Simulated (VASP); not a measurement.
# LiF (Fm-3m) in VASP: relaxation of cell and atoms with PBE

Aim: the relaxation of cell and atoms of LiF with PBE.

Everything below comes from runs of VASP 6.6.1. Logs are shortened: lines on timing, memory, paths and dates and some standing lists are left out, and cuts for length are marked.

## Step 1: The cell of the first run

It takes space group Fm-3m (No. 225, cubic). The conventional cell has a = 4.028 Å, b = 4.028 Å, c = 4.028 Å, α = 90.00°, β = 90.00°, γ = 90.00°. Within 2.7 Å of Li (site symmetry m-3m) lie 6 F at 2.01 Å. F (site symmetry m-3m) has 6 Li at 2.01 Å within 2.7 Å.

## Step 2: Relaxation of cell and atoms, PBE, target pressure 1 GPa, at which the enthalpy is minimised

INCAR

```
SYSTEM = LiF
PREC = Accurate
ENCUT = 1350
EDIFF = 1E-7
ISMEAR = 0
SIGMA = 0.01
LREAL = .FALSE.
LASPH = .TRUE.
NELM = 120
ALGO = Normal
ISIF = 3
LWAVE = .FALSE.
LCHARG = .FALSE.
GGA = PE
IBRION = 2
NSW = 50
EDIFFG = -0.05
PSTRESS = 10.0
GGA_COMPAT = .FALSE.
NELMIN = 4
```

KPOINTS

```
regular mesh
0
G
  7 7 7
  0 0 0
```

POSCAR

```
LiF
1.0
    0.0000000000      2.0140000000      2.0140000000
    2.0140000000      0.0000000000      2.0140000000
    2.0140000000      2.0140000000      0.0000000000
Li F
1 1
Direct
    0.0000000000      0.0000000000      0.0000000000
    0.5000000000      0.5000000000      0.5000000000
```

Potentials or basis: VASP PAW PBE potentials, release 64 (Li_sv, F_h).

Launch:

```console
> cat potpaw_PBE.64/Li_sv/POTCAR potpaw_PBE.64/F_h/POTCAR > POTCAR
> mpirun -np 1 vasp_std > vasp.out
```

OUTCAR:

```text
SYSTEM = LiF
   PREC = Accurate
   ENCUT = 1350
   EDIFF = 1E-7
   ISMEAR = 0
   LREAL = .FALSE.
   LASPH = .TRUE.
   NELM = 120
   ISIF = 3
   GGA = PE
   IBRION = 2
   NSW = 50
   EDIFFG = -0.05
   PSTRESS = 10.0
   NELMIN = 4

 ion  position               nearest neighbor table
   1  0.000  0.000  0.000-   2 2.01   2 2.01   2 2.01   2 2.01   2 2.01   2 2.01
   2  0.500  0.500  0.500-   1 2.01   1 2.01   1 2.01   1 2.01   1 2.01   1 2.01

  LATTYP: Found a face centered cubic cell.
 ALAT       =     4.0280000000

  Lattice vectors:

 A1 = (   0.0000000000,   2.0140000000,   2.0140000000)
 A2 = (   2.0140000000,   0.0000000000,   2.0140000000)
 A3 = (   2.0140000000,   2.0140000000,   0.0000000000)

Analysis of symmetry for initial positions (statically):
=====================================================================
 Subroutine PRICEL returns:
 Original cell was already a primitive cell.

 Routine SETGRP: Setting up the symmetry group for a
 face centered cubic supercell.

 Subroutine GETGRP returns: Found 48 space group operations
 (whereof 48 operations were pure point group operations)
 out of a pool of 48 trial point group operations.

The static configuration has the point symmetry O_h .

Analysis of symmetry for dynamics (positions and initial velocities):
=====================================================================
 Subroutine PRICEL returns:
 Original cell was already a primitive cell.

 Routine SETGRP: Setting up the symmetry group for a
 face centered cubic supercell.

 Subroutine GETGRP returns: Found 48 space group operations
 (whereof 48 operations were pure point group operations)
 out of a pool of 48 trial point group operations.

The dynamic configuration has the point symmetry O_h .

 Subroutine INISYM returns: Found 48 space group operations
 (whereof 48 operations are pure point group operations),
 and found     1 'primitive' translations

----------------------------------------------------------------------------------------

                                     Primitive cell

  volume of cell :      16.3384

  direct lattice vectors                    reciprocal lattice vectors
     0.000000000  2.014000000  2.014000000    -0.248262165  0.248262165  0.248262165
     2.014000000  0.000000000  2.014000000     0.248262165 -0.248262165  0.248262165
     2.014000000  2.014000000  0.000000000     0.248262165  0.248262165 -0.248262165

  length of vectors
     2.848226115  2.848226115  2.848226115     0.430002683  0.430002683  0.430002683

  position of ions in fractional coordinates (direct lattice)
     0.000000000  0.000000000  0.000000000
     0.500000000  0.500000000  0.500000000

  ion indices of the primitive-cell ions
   primitive index   ion index
                 1           1
                 2           2

----------------------------------------------------------------------------------------

 KPOINTS: regular mesh

Automatic generation of k-mesh.
 Grid dimensions read from file:
 generate k-points for:    7    7    7

 Generating k-lattice:

  Cartesian coordinates                     Fractional coordinates (reciprocal lattice)
    -0.035466024  0.035466024  0.035466024     0.142857143  0.000000000  0.000000000
     0.035466024 -0.035466024  0.035466024     0.000000000  0.142857143  0.000000000
     0.035466024  0.035466024 -0.035466024     0.000000000  0.000000000  0.142857143

  Length of vectors
     0.061428955  0.061428955  0.061428955

  Shift w.r.t. Gamma in fractional coordinates (k-lattice)
     0.000000000  0.000000000  0.000000000

 Subroutine IBZKPT returns following result:
 ===========================================

 Found     20 irreducible k-points:

 Following reciprocal coordinates:
            Coordinates               Weight
  0.000000  0.000000  0.000000      1.000000
  0.142857  0.000000  0.000000      8.000000
  0.285714  0.000000  0.000000      8.000000
  0.428571  0.000000  0.000000      8.000000
  0.142857  0.142857  0.000000      6.000000
  0.285714  0.142857  0.000000     24.000000
[... 12 lines left out ...]
 -0.428571  0.428571  0.142857     24.000000
 -0.285714  0.428571  0.142857     24.000000
   k-points           NKPTS =     20   k-points in BZ     NKDIM =     20   number of bands    NBANDS=      9
   number of dos      NEDOS =    301   number of ions     NIONS =      2
   total plane-waves  NPLWV =  46656
   dimension x,y,z NGX =    36 NGY =   36 NGZ =   36
   dimension x,y,z NGXF=    72 NGYF=   72 NGZF=   72
   ions per type =               1   1
   NGX,Y,Z   is equivalent  to a cutoff of  21.01, 21.01, 21.01 a.u.
   NGXF,Y,Z  is equivalent  to a cutoff of  42.03, 42.03, 42.03 a.u.
 SYSTEM =  LiF
   PREC   = accura    normal or accurate (medium, high low for compatibility)
   ISTART =      0    job   : 0-new  1-cont  2-samecut
   ICHARG =      2    charge: 1-file 2-atom 10-const
   ISPIN  =      1    spin polarized calculation?
   LNONCOLLINEAR =      F non collinear calculations
   LSORBIT =      F    spin-orbit coupling
   LASPH  =      T    aspherical Exc in radial PAW
   ENCUT  = 1350.0 eV  99.22 Ry    9.96 a.u.   8.53  8.53  8.53*2*pi/ulx,y,z
   NELM   =    120;   NELMIN=  4; NELMDL= -5     # of ELM steps
   EDIFF  = 0.1E-06   stopping-criterion for ELM
   LREAL  =      F    real-space projection
   EDIFFG = -.5E-01   stopping-criterion for IOM
   NSW    =     50    number of steps for IOM
   IBRION =      2    ionic relax: 0-MD 1-quasi-New 2-CG
   NFREE  =      1    steps in history (QN), initial steepest desc. (CG)
   ISIF   =      3    stress and relaxation
   ISYM   =      2    0-nonsym 1-usesym 2-fastsym
   POTIM  = 0.5000    time-step for ionic-motion
   TEBEG  =    0.0;   TEEND  =   0.0 temperature during run
   PSTRESS=   10.0 pullay stress
   NELECT =      10.0000    total number of electrons
   NUPDOWN=      -1.0000    fix difference up-down
   EMIN   =  10.00;   EMAX   =-10.00  energy-range for DOS
   EFERMI =   0.00;   METHOD = LEGACY
   ISMEAR =     0;   SIGMA  =   0.01  broadening in eV -4-tet -1-fermi 0-gaus
   EFERMI_NEDOS =   21; number of points for ismear=-14 and -15
   IALGO  =     38    algorithm
   IMIX   =      4    mixing-type and parameters
     AMIX     =   0.40;   BMIX     =  1.00
     AMIX_MAG =   1.60;   BMIX_MAG =  1.00
  volume/ion in A,a.u.               =       8.17        55.13
  Fermi-wavevector in a.u.,A,eV,Ry     =   1.389970  2.626662 26.286674  1.932016
  Thomas-Fermi vector in A             =   2.513950
   LORBIT       =      0    0 simple, 1 ext, 2 COOP (PROOUT), +10 PAW based schemes
   GGA     = PE    functional components
   LHFCALC =     F    Hartree Fock is set to
   AEXX    =    0.0000 exact exchange contribution
   IVDW    =     0    specifies the selected vdW correction
   LEPSILON=     F    determine dielectric tensor
   LRPA    =     F    only Hartree local field effects (RPA)
 conjugate gradient relaxation of ions
 non-spin polarized calculation
 Gauss-broadening in eV      SIGMA  =   0.01
  energy-cutoff  :     1350.00
  volume of cell :       16.34
 maximum number of plane-waves:      1865
 NGX is ok and might be reduce to    36
   NGX = 17   NGY = 17   NGZ = 17

 number of electron      10.0000000 magnetization

 Free energy of the ion-electron system (eV)
  ---------------------------------------------------
  ext. energy  EPLUGINS =         0.00000000
  ---------------------------------------------------
  free energy    TOTEN  =        -9.64479347 eV

  energy without entropy =       -9.64479347  energy(sigma->0) =       -9.64479347

 E-fermi :  -0.3357     XC(G=0):  -9.9829

 val. band max:       -0.4959730718   @ k =   0.0000   0.0000   0.0000
 cond. band min:       8.5773482247   @ k =   0.0000   0.0000   0.0000
 fundamental gap:      9.0733212964
 Fermi energy:        -0.3357329881

 k-point     1 :       0.0000    0.0000    0.0000
  band No.  band energies     occupation
      1     -41.3970      2.00000
      2     -20.4700      2.00000
      3      -0.4960      2.00000
      4      -0.4960      2.00000
      5      -0.4960      2.00000
      6       8.5773      0.00000
      7      23.4791      0.00000
      8      23.4791      0.00000
      9      23.4793      0.00000

 k-point     2 :       0.1429    0.0000    0.0000
  band No.  band energies     occupation
      1     -41.3861      2.00000
      2     -20.3927      2.00000
      3      -1.0501      2.00000
      4      -0.5411      2.00000
      5      -0.5411      2.00000
      6       9.1326      0.00000
      7      19.6291      0.00000
      8      21.5734      0.00000
      9      21.5734      0.00000

 k-point     3 :       0.2857    0.0000    0.0000
  band No.  band energies     occupation
      1     -41.3614      2.00000
      2     -20.2112      2.00000
      3      -2.1361      2.00000
      4      -0.6386      2.00000
      5      -0.6386      2.00000
      6      10.0236      0.00000
      7      16.9851      0.00000
      8      19.6414      0.00000
      9      19.6414      0.00000

 k-point     4 :       0.4286    0.0000    0.0000
  band No.  band energies     occupation
      1     -41.3416      2.00000
      2     -20.0572      2.00000
      3      -2.9078      2.00000
      4      -0.7130      2.00000
      5      -0.7130      2.00000
      6      10.2855      0.00000
      7      16.2587      0.00000
      8      18.5503      0.00000
      9      18.5503      0.00000
[... 157 lines left out ...]
 k-point    18 :      -0.4286    0.2857    0.1429
  band No.  band energies     occupation
      1     -41.3309      2.00000
      2     -19.9107      2.00000
      3      -2.7225      2.00000
      4      -1.8672      2.00000
      5      -1.0150      2.00000
      6      12.3648      0.00000
      7      15.1390      0.00000
      8      18.3633      0.00000
      9      18.7916      0.00000

 k-point    19 :      -0.4286    0.4286    0.1429
  band No.  band energies     occupation
      1     -41.3258      2.00000
      2     -19.8217      2.00000
      3      -3.0515      2.00000
      4      -1.8613      2.00000
      5      -1.3100      2.00000
      6      13.7925      0.00000
      7      15.1957      0.00000
      8      17.3503      0.00000
      9      19.1234      0.00000

 k-point    20 :      -0.2857    0.4286    0.1429
  band No.  band energies     occupation
      1     -41.3239      2.00000
      2     -19.8143      2.00000
      3      -2.7122      2.00000
      4      -2.3538      2.00000
      5      -1.2287      2.00000
      6      14.0354      0.00000
      7      14.5043      0.00000
      8      17.5770      0.00000
      9      18.7643      0.00000

------------------------ aborting loop because EDIFF is reached ----------------------------------------

  FORCE on cell =-STRESS in cart. coord.  units (eV):
  Direction    XX          YY          ZZ          XY          YZ          ZX
  --------------------------------------------------------------------------------------
  -------------------------------------------------------------------------------------
  Total        0.1315994      0.1315994      0.1315994     -0.0000000     -0.0000000     -0.0000000
  in kB       12.9049437     12.9049437     12.9049437     -0.0000000     -0.0000000     -0.0000000
  external PRESSURE =       2.9049437 kB  Pullay stress =      10.0000000 kB

 VOLUME and BASIS-vectors are now :
 -----------------------------------------------------------------------------
  energy-cutoff  :     1350.00
  volume of cell :       16.34
      direct lattice vectors                 reciprocal lattice vectors
     0.000000000  2.014000000  2.014000000    -0.248262165  0.248262165  0.248262165
     2.014000000  0.000000000  2.014000000     0.248262165 -0.248262165  0.248262165
     2.014000000  2.014000000  0.000000000     0.248262165  0.248262165 -0.248262165

 POSITION                                       TOTAL-FORCE (eV/Angst)
 -----------------------------------------------------------------------------------
      0.00000      0.00000      0.00000        -0.000000     -0.000000      0.000000
      2.01400      2.01400      2.01400         0.000000      0.000000     -0.000000
 -----------------------------------------------------------------------------------
    total drift:                                0.000000      0.000000      0.000000

  FREE ENERGIE OF THE ION-ELECTRON SYSTEM (eV)
  ---------------------------------------------------
  free  energy   TOTEN  =        -9.6447934675 eV

  energy  without entropy=       -9.6447934675  energy(sigma->0) =       -9.64479347

  enthalpy is  TOTEN    =        -9.5428175053 eV   P V=        0.1019759622

 reached required accuracy - stopping structural energy minimisation
```

It took 15 s on 1 thread of Intel Xeon Platinum 8259CL at 2.50GHz (Skylake/Cascade Lake), shared host; peak memory 0.19 GiB.

What came out:

| Property | Result |
| --- | --- |
| Free energy | -9.6448 eV |
| Pressure after relaxing | 1.3 GPa |
| Band gap on the k mesh | 9.07 eV |

Final structure:
```yaml
crystal:
  lattice:
    - [0.00000, 2.01400, 2.01400]
    - [2.01400, 0.00000, 2.01400]
    - [2.01400, 2.01400, 0.00000]
  atoms:
    - { symbol: Li, position: [0.00000, 0.00000, 0.00000] }
    - { symbol: F, position: [0.50000, 0.50000, 0.50000] }
```

Caveat: the relaxation stopped at its first step, so nothing moved; the cell is relaxed towards a set pressure, so the run minimises the enthalpy, not the energy.
